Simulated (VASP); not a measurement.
## C: single point with PBEsol

The system is C, a slab with vacuum.

```
C
1.0
     2.45617    0.00000    0.00000
    -1.22809    2.12711    0.00000
     0.00000    0.00000    8.52380
C
2
Direct
  0.33333 0.66667 0.00000
  0.68335 0.35203 0.00128
```

This cell differs from its parent crystal: one atom moved.

* Program: VASP 6.6.1
* Task: single point
* Functional: PBEsol
* Potentials or basis: VASP PAW PBE potentials, release 64 (C)
* Cutoff: 520 eV
* k mesh: 18 × 18 × 6
* Occupations: gaussian, width 0.1 eV
* Spin: no spin polarisation
* Dipole correction: no
* Further INCAR settings: ALGO = Normal; EDIFF = 1e-06; NBANDS = 11

```yaml
Largest_force: 2.367 eV/Å
```

Forces on the atoms (eV/Å):
```
C    1.082  2.097  0.182
C   -1.082 -2.097 -0.182
```

It took 3.8 min on 1 thread of Intel(R) Xeon(R) Platinum 8488C (Sapphire Rapids), on a shared host, peak memory 0.46 GiB.

Caveat: the cell differs from its parent crystal (one atom moved); the PAW data sets were made with another functional, which shifts forces and pressure a little.
